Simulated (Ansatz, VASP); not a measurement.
**K2S: VASP beside Ansatz**

POSCAR

```
K2S
1.0
    0.0000000000      3.7753394356      3.7753394356
    3.7753394356      0.0000000000      3.7753394356
    3.7753394356      3.7753394356      0.0000000000
K S
2 1
Direct
    0.2500000000      0.2500000000      0.2500000000
    0.7500000000      0.7500000000      0.7500000000
    0.0000000000      0.0000000000      0.0000000000
```

INCAR.step1

```
SYSTEM = K2S
PREC = Accurate ; ENCUT = 550
ISMEAR = 0 ; SIGMA = 0.01
LREAL = .FALSE. ; LASPH = .TRUE.
NELM = 120 ; NBANDS = 19
GGA = PE ; ALGO = Normal
EDIFF = 1E-5 ; LWAVE = .TRUE.
LCHARG = .FALSE. ; GGA_COMPAT = .FALSE.
```

INCAR.step2

```
SYSTEM = K2S
PREC = Accurate ; ENCUT = 550
EDIFF = 1E-6 ; ISMEAR = 0
SIGMA = 0.01 ; LREAL = .FALSE.
LASPH = .TRUE. ; NELM = 120
ALGO = Normal ; ISIF = 2
LWAVE = .FALSE. ; LCHARG = .FALSE.
METAGGA = R2SCAN ; LMIXTAU = .TRUE.
NBANDS = 19 ; ISTART = 1
GGA_COMPAT = .FALSE.
```

The input KPOINTS:

```
Automatic mesh
0
G
  6 6 6
  0 0 0
```

Input for Ansatz:

```yaml
crystal:
  lattice:
    - [0.0, 3.7753394356, 3.7753394356]
    - [3.7753394356, 0.0, 3.7753394356]
    - [3.7753394356, 3.7753394356, 0.0]
  atoms:
    - { symbol: K, position: [0.25, 0.25, 0.25] }
    - { symbol: K, position: [0.75, 0.75, 0.75] }
    - { symbol: S, position: [0.0, 0.0, 0.0] }
kpoints:
  mp_grid: { grid: [6, 6, 6] }
hamiltonian:
  xc: r2scan
scf:
  occupations: { method: fixed }
  n_extra_bands: 4
output:
  forces: true
  stress: true
  eigenvalues: true
```

Alike in both runs: task single point; functional r2SCAN; k mesh 6 × 6 × 6; no spin polarisation.

|  | VASP | Ansatz |
| --- | --- | --- |
| version | VASP 6.6.1 | Ansatz 0.2.0 |
| potentials or method | VASP PAW PBE potentials, release 64 (K_sv, S) | plane waves, PAW |
| plane-wave cutoff (eV) | 550 | 500 |
| occupations | gaussian, width 0.01 eV | fixed |
| valence electrons in the cell | 24 | 24 |

|  | VASP | Ansatz | Ansatz less VASP |
| --- | --- | --- | --- |
| gap on the k mesh at the Fermi level (eV) | 2.61 | 2.61 | -0.004 |
| pressure (GPa) | -1.0 | -1.0 | 0.00 |

VASP's potentials were made for PBE, not for r2SCAN.
